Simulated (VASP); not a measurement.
Runs of VASP 6.6.1 on Hg. The structure is that of space group Im-3m (No. 229), or close to it. The cells are those of the table. 

| task | cell | k mesh | cutoff (eV) | gap on the mesh (eV) | pressure (GPa) |
| --- | --- | --- | --- | --- | --- |
| single point | a = 4.977 Å, angles 109.5°, 1 atom | 9 × 9 × 9 | 520 | 4.03 | 0.0 |
| relaxation of cell and atoms | relaxed from a = 3.106 Å, angles 109.5°, 1 atom | 12 × 12 × 12 | 600 | 3.76 | 0.0 |
| single point | a = 5.117 Å, angles 109.5°, 1 atom | 9 × 9 × 9 | 520 | 4.15 | 0.0 |
| single point | a = 5.314 Å, angles 109.5°, 1 atom | 9 × 9 × 9 | 520 | (b) | 0.0 |
| single point | a = 5.117 Å, angles 109.5°, 1 atom | 12 × 12 × 12 | 520 | 4.05 | 0.0 |
| single point | a = 5.184 Å, angles 109.5°, 1 atom | 9 × 9 × 9 | 520 | (a) | 0.0 |
| single point | a = 4.903 Å, angles 109.5°, 1 atom | 9 × 9 × 9 | 520 | 3.95 | 0.0 |

Alike in all rows: level RPBE; potentials or basis VASP PAW PBE potentials, release 64 (Hg); no spin polarisation; smearing fermi-dirac 0.1 eV.

Task: Estimate the missing entries.

Result: (a) 4.20; (b) 4.28.

Caveats: the PAW data sets were made with another functional, which shifts forces and pressure a little; spin-orbit coupling is left out, which moves the levels of the heavy elements.

A k mesh can miss the band edges, and the runs leave out spin-orbit coupling on Hg.
